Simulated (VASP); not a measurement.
Wanted: the native input for a VASP 6.6.1 run.

| Item | Value |
| --- | --- |
| Task | single point |
| Functional | PBE |
| Potentials or basis | VASP PAW PBE potentials, release 64 (Si, N) |
| Cutoff | 600 eV |
| k mesh | 7 × 7 × 7 |
| Occupations | gaussian, width 0.2 eV |
| Spin | no spin polarisation |
| Dipole correction | no |
| Further INCAR settings | ALGO = Normal; EDIFF = 1e-06; NBANDS = 12 |

The structure of SiN lies in POSCAR:

```
SiN
1.0
    0.0000000000      2.1329116397      2.1329116397
    2.1329116397      0.0000000000      2.1329116397
    2.1329116397      2.1329116397      0.0000000000
Si N
1 1
Direct
    0.5000000000      0.5000000000      0.5000000000
    0.0000000000      0.0000000000      0.0000000000
```

The input as run:

INCAR

```
SYSTEM = SiN
PREC = Accurate
ENCUT = 600
EDIFF = 1E-6
ISMEAR = 0
SIGMA = 0.2
LREAL = .False.
LASPH = .True.
NELM = 120
ALGO = Normal
ISIF = 2
LWAVE = .False.
LCHARG = .True.
GGA = PE
LELF = .True.
LVHAR = .True.
NBANDS = 12
GGA_COMPAT = .False.
```

KPOINTS

```
regular mesh
0
Gamma
  7 7 7
  0 0 0
```

Potentials or basis: VASP PAW PBE potentials, release 64 (Si, N).

Launch:

```console
$ cat potpaw_PBE.64/Si/POTCAR potpaw_PBE.64/N/POTCAR > POTCAR
$ mpirun -np 1 vasp_std > vasp.out
```

Results of the run:

```yaml
Pressure: -0.8 GPa
```

Caveat: the k points lie up to 0.36 Å⁻¹ apart.

It took 8 s on 1 thread of AMD EPYC 7R13, with other jobs on the host, peak memory 0.1 GiB.
